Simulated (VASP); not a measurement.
Write the native input for VASP 6.6.1 that does the following.

| Item | Value |
| --- | --- |
| Task | single point |
| Functional | PBEsol |
| Potentials or basis | VASP PAW PBE potentials, release 64 (Cd) |
| Cutoff | 520 eV |
| k mesh | 9 × 9 × 9 |
| Occupations | fermi-dirac, width 0.1 eV |
| Spin | no spin polarisation |
| Dipole correction | no |
| Further INCAR settings | ALGO = Normal; EDIFF = 1e-06; NBANDS = 12 |

The structure of Cd lies in POSCAR:

```
Cd
1.0
   -1.7843220000      1.7843220000      1.7843220000
    1.7843220000     -1.7843220000      1.7843220000
    1.7843220000      1.7843220000     -1.7843220000
Cd
1
Direct
    0.0000000000      0.0000000000      0.0000000000
```

These files were run (other wordings do the same):

INCAR

```
SYSTEM = Cd
PREC     = Accurate       ! precision mode
ENCUT    = 520            ! plane-wave cutoff, eV
EDIFF    = 1E-6           ! SCF threshold, eV
ISMEAR   = -1             ! smearing method
SIGMA    = 0.1            ! smearing width, eV
LREAL    = .False.        ! projectors in reciprocal space
LASPH    = .True.         ! aspherical terms in the spheres
NELM     = 60             ! most SCF steps
ALGO     = Normal         ! electronic algorithm
ISIF     = 2              ! what is computed and relaxed
LWAVE    = .False.        ! write WAVECAR
LCHARG   = .False.        ! write CHGCAR
GGA      = PS             ! functional
NBANDS   = 12             ! bands
```

KPOINTS

```
Automatic mesh
0
Gamma
  9 9 9
  0 0 0
```

Potentials or basis: VASP PAW PBE potentials, release 64 (Cd).

Launch:

```bash
$ cat potpaw_PBE.64/Cd/POTCAR > POTCAR
$ mpirun -np 1 vasp_std > vasp.out
```

It gave:

```
Pressure               : -2.2 GPa
Band gap on the k mesh : zero (band 6 reaches 4.38 eV, above the bottom of band 7 at 1.59 eV)
```

Caveat: the PAW data sets were made with another functional, which shifts forces and pressure a little.

It took 7.4 s on 1 thread of Intel Xeon 6975P-C, with other jobs on the host, peak memory 0.14 GiB.
